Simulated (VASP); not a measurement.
WC, 2 atoms in the cell. It takes space group Fm-3m (No. 225, cubic). Conventional cell: a = 4.495 Å, b = 4.495 Å, c = 4.495 Å, α = 90.00°, β = 90.00°, γ = 90.00°. Within 3.0 Å of W (site symmetry m-3m) lie 6 C at 2.25 Å. C (site symmetry m-3m) has 6 W at 2.25 Å within 3.0 Å.  This cell differs from its parent crystal: strain +0.025 along x and y, +0.025 along z.

* Program: VASP 6.6.1
* Task: single point
* Functional: r2SCAN
* Potentials or basis: VASP PAW PBE potentials, release 64 (W_sv, C)
* Cutoff: 520 eV
* k mesh: 18 × 18 × 18
* Occupations: gaussian, width 0.15 eV
* Spin: no spin polarisation
* Dipole correction: no
* Further INCAR settings: ALGO = Normal; EDIFF = 1e-06; NBANDS = 16

Potentials or basis: VASP PAW PBE potentials, release 64 (W_sv, C).

Run with:

```sh
$ cat potpaw_PBE.64/W_sv/POTCAR potpaw_PBE.64/C/POTCAR > POTCAR
$ cp INCAR.step1 INCAR
$ mpirun -np 1 vasp_std > vasp.out
$ cp INCAR.step2 INCAR
$ mpirun -np 1 vasp_std > vasp.out
```

Hardware: 1 thread of Intel(R) Xeon(R) Platinum 8259CL CPU @ 2.50GHz (Skylake/Cascade Lake), with other jobs on the host.

Question: Estimate the wall time of this run.

Answer: Wall time 2.8 min on 1 thread of Intel(R) Xeon(R) Platinum 8259CL CPU @ 2.50GHz (Skylake/Cascade Lake) (shared host), peak memory 0.2 GiB. Counts: k points 195.
